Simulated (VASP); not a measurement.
# TaIr2PtAu3 (P4mm) in VASP: a series of runs, part 2 of 2

VASP 6.6.1. The steps go on from the part before.

## Step 3: Relaxation of cell and atoms, PBE

This run uses another cell than the first one, of 17.99 Å³/atom.

File INCAR:

```
SYSTEM = TaIr2PtAu3
  PREC = Accurate
  ENCUT = 600
  EDIFF = 1E-6
  ISMEAR = 0
  SIGMA = 0.1
  LREAL = .FALSE.
  LASPH = .TRUE.
  NELM = 80
  ALGO = Fast
  ISIF = 3
  LWAVE = .FALSE.
  LCHARG = .FALSE.
  GGA = PE
  IBRION = 2
  NSW = 100
  EDIFFG = -0.01
```

File KPOINTS:

```
Automatic mesh
0
G
  8 8 4
  0 0 0
```

File POSCAR:

```
TaIr2PtAu3
1.0
    3.9151836247      0.0000000000      0.0000000000
    0.0000000000      3.9151836247      0.0000000000
    0.0000000000      0.0000000000      8.2160806827
Ta Ir Pt Au
1 2 1 3
Direct
    0.0000000000      0.0000000000      0.9276661537
    0.5000000000      0.0000000000      0.1266938688
    0.0000000000      0.5000000000      0.1266938688
    0.5000000000      0.5000000000      0.3686789119
    0.0000000000      0.0000000000      0.3992762093
    0.5000000000      0.0000000000      0.6673838238
    0.0000000000      0.5000000000      0.6673838238
```

Potentials or basis: VASP PAW PBE potentials, release 64 (Ta_pv, Ir, Pt, Au).

Launch:

```
$ cat potpaw_PBE.64/Ta_pv/POTCAR potpaw_PBE.64/Ir/POTCAR potpaw_PBE.64/Pt/POTCAR potpaw_PBE.64/Au/POTCAR > POTCAR
$ mpirun -np 1 vasp_std > vasp.out
```

OUTCAR:

```text
SYSTEM = TaIr2PtAu3
   PREC = Accurate
   ENCUT = 600
   EDIFF = 1E-6
   ISMEAR = 0
   LREAL = .FALSE.
   LASPH = .TRUE.
   NELM = 80
   ISIF = 3
   GGA = PE
   IBRION = 2
   NSW = 100
   EDIFFG = -0.01

 ion  position               nearest neighbor table
   1  0.000  0.000  0.928-   2 2.55   3 2.55   3 2.55   2 2.55   6 2.90   7 2.90   7 2.90   6 2.90

   2  0.500  0.000  0.127-   1 2.55   1 2.55   3 2.77   3 2.77   3 2.77   3 2.77   4 2.79   4 2.79
                             5 2.97   5 2.97
   3  0.000  0.500  0.127-   1 2.55   1 2.55   2 2.77   2 2.77   2 2.77   2 2.77   4 2.79   4 2.79
                             5 2.97   5 2.97
   4  0.500  0.500  0.369-   5 2.78   5 2.78   5 2.78   5 2.78   3 2.79   3 2.79   2 2.79   2 2.79
                             6 3.14   7 3.14   7 3.14   6 3.14
   5  0.000  0.000  0.399-   4 2.78   4 2.78   4 2.78   4 2.78   7 2.95   7 2.95   6 2.95   6 2.95
                             2 2.97   3 2.97   3 2.97   2 2.97
   6  0.500  0.000  0.667-   7 2.77   7 2.77   7 2.77   7 2.77   1 2.90   1 2.90   5 2.95   5 2.95
                             4 3.14   4 3.14
   7  0.000  0.500  0.667-   6 2.77   6 2.77   6 2.77   6 2.77   1 2.90   1 2.90   5 2.95   5 2.95
                             4 3.14   4 3.14

  LATTYP: Found a simple tetragonal cell.
 ALAT       =     3.9151836247
 C/A-ratio  =     2.0985173290

  Lattice vectors:

 A1 = (   3.9151836247,   0.0000000000,   0.0000000000)
 A2 = (   0.0000000000,   3.9151836247,   0.0000000000)
 A3 = (   0.0000000000,   0.0000000000,   8.2160806827)

Analysis of symmetry for initial positions (statically):
=====================================================================
 Subroutine PRICEL returns:
 Original cell was already a primitive cell.

 Routine SETGRP: Setting up the symmetry group for a
 simple tetragonal supercell.

 Subroutine GETGRP returns: Found  8 space group operations
 (whereof  8 operations were pure point group operations)
 out of a pool of 16 trial point group operations.

The static configuration has the point symmetry C_4v.

Analysis of symmetry for dynamics (positions and initial velocities):
=====================================================================
 Subroutine PRICEL returns:
 Original cell was already a primitive cell.

 Routine SETGRP: Setting up the symmetry group for a
 simple tetragonal supercell.

 Subroutine GETGRP returns: Found  8 space group operations
 (whereof  8 operations were pure point group operations)
 out of a pool of 16 trial point group operations.

The dynamic configuration has the point symmetry C_4v.

 Subroutine INISYM returns: Found  8 space group operations
 (whereof  8 operations are pure point group operations),
 and found     1 'primitive' translations

----------------------------------------------------------------------------------------

                                     Primitive cell

  volume of cell :     125.9415

  direct lattice vectors                    reciprocal lattice vectors
     3.915183625  0.000000000  0.000000000     0.255415862  0.000000000  0.000000000
     0.000000000  3.915183625  0.000000000     0.000000000  0.255415862  0.000000000
     0.000000000  0.000000000  8.216080683     0.000000000  0.000000000  0.121712534

  length of vectors
     3.915183625  3.915183625  8.216080683     0.255415862  0.255415862  0.121712534

  position of ions in fractional coordinates (direct lattice)
     0.000000000  0.000000000  0.927666154
[... 82 lines left out ...]
   ISPIN  =      1    spin polarized calculation?
   LNONCOLLINEAR =      F non collinear calculations
   LSORBIT =      F    spin-orbit coupling
   LASPH  =      T    aspherical Exc in radial PAW
   ENCUT  =  600.0 eV  44.10 Ry    6.64 a.u.   7.82  7.82 16.41*2*pi/ulx,y,z
   NELM   =     80;   NELMIN=  2; NELMDL= -5     # of ELM steps
   EDIFF  = 0.1E-05   stopping-criterion for ELM
   LREAL  =      F    real-space projection
   EDIFFG = -.1E-01   stopping-criterion for IOM
   NSW    =    100    number of steps for IOM
   IBRION =      2    ionic relax: 0-MD 1-quasi-New 2-CG
   NFREE  =      1    steps in history (QN), initial steepest desc. (CG)
   ISIF   =      3    stress and relaxation
   ISYM   =      2    0-nonsym 1-usesym 2-fastsym
   POTIM  = 0.5000    time-step for ionic-motion
   TEBEG  =    0.0;   TEEND  =   0.0 temperature during run
   PSTRESS=    0.0 pullay stress
   NELECT =      72.0000    total number of electrons
   NUPDOWN=      -1.0000    fix difference up-down
   EMIN   =  10.00;   EMAX   =-10.00  energy-range for DOS
   EFERMI =   0.00;   METHOD = LEGACY
   ISMEAR =     0;   SIGMA  =   0.10  broadening in eV -4-tet -1-fermi 0-gaus
   EFERMI_NEDOS =   21; number of points for ismear=-14 and -15
   IALGO  =     68    algorithm
   IMIX   =      4    mixing-type and parameters
     AMIX     =   0.40;   BMIX     =  1.00
     AMIX_MAG =   1.60;   BMIX_MAG =  1.00
  volume/ion in A,a.u.               =      17.99       121.41
  Fermi-wavevector in a.u.,A,eV,Ry     =   1.358718  2.567605 25.117915  1.846115
  Thomas-Fermi vector in A             =   2.485527
   LORBIT       =      0    0 simple, 1 ext, 2 COOP (PROOUT), +10 PAW based schemes
   GGA     = PE    functional components
   LHFCALC =     F    Hartree Fock is set to
   AEXX    =    0.0000 exact exchange contribution
   IVDW    =     0    specifies the selected vdW correction
   LEPSILON=     F    determine dielectric tensor
   LRPA    =     F    only Hartree local field effects (RPA)
 conjugate gradient relaxation of ions
 non-spin polarized calculation
 RMM-DIIS sequential band-by-band and
 Gauss-broadening in eV      SIGMA  =   0.10
  energy-cutoff  :      600.00
  volume of cell :      125.94
 maximum number of plane-waves:      4232
 NGX is ok and might be reduce to    32
   NGX = 15   NGY = 15   NGZ = 33

--------------------------------------- Ionic step        1  -------------------------------------------

 number of electron      71.9999995 magnetization

 Free energy of the ion-electron system (eV)
  ---------------------------------------------------
  ext. energy  EPLUGINS =         0.00000000
  ---------------------------------------------------
  free energy    TOTEN  =       -45.10397063 eV

  energy without entropy =      -45.08436961  energy(sigma->0) =      -45.09417012

------------------------ aborting loop because EDIFF is reached ----------------------------------------

  FORCE on cell =-STRESS in cart. coord.  units (eV):
  Direction    XX          YY          ZZ          XY          YZ          ZX
  --------------------------------------------------------------------------------------
  -------------------------------------------------------------------------------------
  Total       -0.0644883     -0.0644883     -0.2263616      0.0000000      0.0000000      0.0000000
  in kB       -0.8203943     -0.8203943     -2.8796811      0.0000000      0.0000000      0.0000000
  external PRESSURE =      -1.5068232 kB  Pullay stress =       0.0000000 kB
[... 104 lines left out ...]
  FREE ENERGIE OF THE ION-ELECTRON SYSTEM (eV)
  ---------------------------------------------------
  free  energy   TOTEN  =       -45.1096461266 eV

  energy  without entropy=      -45.0905984476  energy(sigma->0) =      -45.10012229

[... ionic steps 4 to 9 ...]

--------------------------------------- Ionic step       10  -------------------------------------------

 number of electron      71.9999993 magnetization

------------------------ aborting loop because EDIFF is reached ----------------------------------------
[... 77 lines left out ...]
--------------------------------------- Ionic step       12  -------------------------------------------

 number of electron      71.9999993 magnetization

 Free energy of the ion-electron system (eV)
  ---------------------------------------------------
  ext. energy  EPLUGINS =         0.00000000
  ---------------------------------------------------
  free energy    TOTEN  =       -45.11348507 eV

  energy without entropy =      -45.09403817  energy(sigma->0) =      -45.10376162

 E-fermi :   7.8216     XC(G=0): -12.3913

 val. band max:        7.8101327996   @ k =   0.3750   0.1250   0.2500
 cond. band min:       7.8259942569   @ k =   0.1250   0.0000   0.5000
 fundamental gap:      0.0158614573
 Fermi energy:         7.8215862473

 k-point     1 :       0.0000    0.0000    0.0000
  band No.  band energies     occupation
      1     -27.1762      2.00000
      2     -27.1084      2.00000
      3     -27.1084      2.00000
      4      -1.4883      2.00000
      5       0.3782      2.00000
      6       0.8439      2.00000
[... 1093 lines left out ...]
     42      10.3360      0.00000
     43      11.5487      0.00000

 [... further k-points ...]
[... 5 lines left out ...]
  --------------------------------------------------------------------------------------
  -------------------------------------------------------------------------------------
  Total       -0.0223626     -0.0223626      0.0584476      0.0000000      0.0000000      0.0000000
  in kB       -0.2858244     -0.2858244      0.7470399      0.0000000      0.0000000      0.0000000
  external PRESSURE =       0.0584637 kB  Pullay stress =       0.0000000 kB
[... 22 lines left out ...]
  FREE ENERGIE OF THE ION-ELECTRON SYSTEM (eV)
  ---------------------------------------------------
  free  energy   TOTEN  =       -45.1134850679 eV

  energy  without entropy=      -45.0940381749  energy(sigma->0) =      -45.10376162

 reached required accuracy - stopping structural energy minimisation
```

Wall time 34 min (1 thread of Intel Xeon Platinum 8259CL at 2.50GHz (Skylake/Cascade Lake), shared host); peak memory 0.51 GiB.

What came out:

```
Free energy                           : -45.1135 eV
Relaxed volume                        : 17.91 Å³/atom
Relaxed cell                          : a = 3.920 Å, b = 3.920 Å, c = 8.158 Å, α = 90.00°, β = 90.00°, γ = 90.00°
Space group after relaxing (to 0.1 Å) : P4mm (No. 99)
Energy gained by relaxing             : 1.4 meV/atom
Ionic steps                           : 12
Pressure after relaxing               : 0.0 GPa
Largest force after relaxing          : 0.007 eV/Å
Band gap on the k mesh                : zero (bands 36 and 37 overlap by 1.78 eV)
```

Forces in eV/Å, atoms in the order of the input:
```
Ta   0.000  0.000  0.001
Ir   0.000  0.000  0.004
Ir   0.000  0.000  0.004
Pt   0.000  0.000  0.001
Au   0.000  0.000 -0.007
Au   0.000  0.000 -0.002
Au   0.000  0.000 -0.002
```

The path:
```tsv
step	energy change (eV)	largest force (eV/Å)	pressure (GPa)	volume (Å³)
1	0.0000	0.2375	-0.15	125.94
2	-0.0045	0.1817	-0.04	125.63
3	-0.0057	0.1494	0.06	125.40
4	-0.0084	0.0583	0.07	125.35
5	-0.0091	0.0694	0.08	125.32
6	-0.0093	0.0419	-0.28	125.53
7	-0.0093	0.0457	-0.20	125.47
8	-0.0095	0.0147	-0.04	125.38
9	-0.0095	0.0105	0.00	125.36
10	-0.0095	0.0142	0.01	125.36
11	-0.0095	0.0112	-0.01	125.36
12	-0.0095	0.0070	0.01	125.35
```

Final structure:
```
Ta Ir Pt Au
1.0
     3.91995    0.00000    0.00000
     0.00000    3.91995    0.00000
     0.00000    0.00000    8.15780
Ta Ir Pt Au
1 2 1 3
Direct
  0.00000 0.00000 0.92622
  0.50000 0.00000 0.12740
  0.00000 0.50000 0.12740
  0.50000 0.50000 0.37449
  0.00000 0.00000 0.39755
  0.50000 0.00000 0.66536
  0.00000 0.50000 0.66536
```

Caveat: spin-orbit coupling is left out, which moves the levels of the heavy elements.

The gap in the log of VASP goes by the Fermi energy; the results here count the filled bands.